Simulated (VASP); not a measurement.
Ba: single point with PBEsol

Crystal: Ba.

```xyz
4
Lattice="4.3560 0.0000 0.0000 -2.1780 3.7724 0.0000 0.0000 0.0000 14.2155" Properties=species:S:1:pos:R:3 pbc="T T T"
Ba    4.3560    0.0000   14.2155
Ba    4.3560    0.0000    7.1078
Ba    0.0000    2.5149    3.5539
Ba    2.1780    1.2575   10.6616
```

This isn't the form of Ba at room conditions, which is bcc.

```
Program                : VASP 6.6.1
Task                   : single point
Functional             : PBEsol
Potentials or basis    : VASP PAW PBE potentials, release 64 (Ba_sv)
Cutoff                 : 520 eV
k mesh                 : 10 × 10 × 3
Occupations            : fermi-dirac, width 0.1 eV
Spin                   : no spin polarisation
Dipole correction      : no
Further INCAR settings : ALGO = Normal; EDIFF = 1e-06; NBANDS = 28
```

| Item | Value |
| --- | --- |
| Pressure | 0.1 GPa |
| Band gap on the k mesh | zero (bands 20 and 21 overlap by 0.16 eV) |

Levels at points of the mesh, in eV from the Fermi level:
```tsv
k point	band 17	band 18	band 19	band 20	band 21	band 22	band 23	band 24
(0.00, 0.00, 0.00)	-2.83	-1.81	-1.80	-1.01	1.05	1.08	1.31	1.71
(0.50, 0.00, 0.00)	-0.98	-0.92	-0.55	-0.39	0.11	0.14	0.30	0.99
```

Wall time 91 s on 1 thread of AMD EPYC 9R45 96-Core Processor (Zen 5), on a shared host, peak memory 0.36 GiB.

Caveat: the PAW data sets were made with another functional, which shifts forces and pressure a little; spin-orbit coupling is left out, which moves the levels of the heavy elements.
